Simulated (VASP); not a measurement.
# Al2Si3N: relaxation of cell and atoms with PBE

The system is Al2Si3N.

```
Al Si N
1.0
     2.87489    1.65982    3.02823
    -2.87489    1.65982    3.02823
     0.00000   -3.31964    3.02823
Al Si N
2 3 1
Direct
  0.86762 0.86762 0.86762
  0.13238 0.13238 0.13238
  0.50000 0.00000 0.50000
  0.50000 0.50000 0.00000
  0.00000 0.50000 0.50000
  0.50000 0.50000 0.50000
```

| Quantity | Value |
| --- | --- |
| Program | VASP 6.6.1 |
| Task | relaxation of cell and atoms |
| Functional | PBE |
| Potentials or basis | VASP PAW PBE potentials, release 64 (Al, Si, N) |
| Cutoff | 600 eV |
| k mesh | 12 × 12 × 12 |
| Occupations | gaussian, width 0.1 eV |
| Spin | no spin polarisation |
| Dipole correction | no |
| Further INCAR settings | ALGO = Normal; EDIFF = 1e-07; IBRION = 2; EDIFFG = -0.01; NSW = 100; ISIF = 3 |

```
Energy gained by relaxing : 0.0 meV/atom
Ionic steps               : 2
Pressure after relaxing   : 0.0 GPa
```

Final structure:
```cif
data_structure
_symmetry_space_group_name_H-M 'P 1'
_symmetry_Int_Tables_number 1
_cell_length_a 4.4930
_cell_length_b 4.4930
_cell_length_c 4.4930
_cell_angle_alpha 79.573
_cell_angle_beta 79.573
_cell_angle_gamma 79.573
_cell_volume 86.69
loop_
_atom_site_label
_atom_site_type_symbol
_atom_site_fract_x
_atom_site_fract_y
_atom_site_fract_z
_atom_site_occupancy
Al1 Al 0.86747 0.86747 0.86747 1
Al2 Al 0.13253 0.13253 0.13253 1
Si1 Si 0.50000 0.00000 0.50000 1
Si2 Si 0.50000 0.50000 0.00000 1
Si3 Si 0.00000 0.50000 0.50000 1
N1 N 0.50000 0.50000 0.50000 1
```

Levels at points of the mesh, in eV from the Fermi level:
| k point | band 7 | band 8 | band 9 | band 10 | band 11 | band 12 | band 13 | band 14 | band 15 |
| --- | --- | --- | --- | --- | --- | --- | --- | --- | --- |
| (0.00, 0.00, 0.00) | -5.93 | -3.30 | -2.73 | -1.51 | -1.51 | 0.59 | 0.59 | 1.31 | 1.31 |
| (0.50, 0.00, 0.00) | -4.06 | -3.05 | -2.71 | -2.42 | -1.79 | -0.17 | 0.20 | 1.95 | 2.47 |
| (0.50, 0.50, 0.00) | -3.16 | -2.74 | -1.97 | -1.12 | -0.76 | 0.27 | 0.64 | 0.75 | 1.67 |
| (0.50, 0.50, 0.50) | -5.46 | -5.46 | -1.84 | -0.20 | -0.20 | -0.18 | 2.21 | 2.21 | 5.32 |

It took 72 s on 1 × NVIDIA H100 80GB with 1 thread of AMD EPYC 7R13 Processor (Zen 3), with other jobs on the host, peak memory 1.5 GiB.
